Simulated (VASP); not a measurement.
Crystal: Sr2NbInO6.

```xyz
10
Lattice="0.0000 4.1393 4.1393 4.1393 0.0000 4.1393 4.1393 4.1393 0.0000" Properties=species:S:1:pos:R:3 pbc="T T T"
Sr    6.2090    6.2090    6.2090
Sr    2.0697    2.0697    2.0697
Nb    0.0000    0.0000    0.0000
In    4.1393    4.1393    4.1393
O     6.2776    4.1393    4.1393
O     2.0010    4.1393    4.1393
O     4.1393    4.1393    6.2776
O     4.1393    4.1393    2.0010
O     4.1393    6.2776    4.1393
O     4.1393    2.0010    4.1393
```

```yaml
Program: VASP 6.6.1
Task: relaxation of volume and atoms at fixed shape
Functional: PBEsol
Potentials_or_basis: VASP PAW PBE potentials, release 64 (Sr_sv, Nb_sv, In_d, O)
Cutoff: 600 eV
k_mesh: 4 × 4 × 4
Occupations: gaussian, width 0.01 eV
Spin: no spin polarisation
```

At the start: pressure -7.1 GPa; volume 14.18 Å³/atom.

**Question.** Where does the relaxation end?

**Answer.** Over 6 steps the energy falls by 15.7 meV/atom and the volume is 13.55 Å³/atom (-4.5 %); space group Fm-3m (No. 225, to 0.1 Å) before and after.

The path:
| step | energy change (eV) | largest force (eV/Å) | pressure (GPa) | volume (Å³) |
| --- | --- | --- | --- | --- |
| 1 | 0.0000 | 0.5384 | -7.10 | 141.85 |
| 2 | 0.0950 | 1.2725 | 9.91 | 129.32 |
| 3 | -0.1540 | 0.1635 | -0.44 | 136.09 |
| 4 | -0.1540 | 0.1795 | -0.29 | 135.97 |
| 5 | -0.1562 | 0.0867 | 0.21 | 135.28 |
| 6 | -0.1570 | 0.0039 | 0.03 | 135.51 |

Final structure:
```
CELL_PARAMETERS angstrom
0.00000 4.07676 4.07676
4.07676 0.00000 4.07676
4.07676 4.07676 0.00000
ATOMIC_POSITIONS crystal
Sr 0.75000 0.75000 0.75000
Sr 0.25000 0.25000 0.25000
Nb 0.00000 0.00000 0.00000
In 0.50000 0.50000 0.50000
O 0.24090 0.75910 0.75910
O 0.75910 0.24090 0.24090
O 0.75910 0.75910 0.24090
O 0.24090 0.24090 0.75910
O 0.75910 0.24090 0.75910
O 0.24090 0.75910 0.24090
```

Caveat: the PAW data sets were made with another functional, which shifts forces and pressure a little.
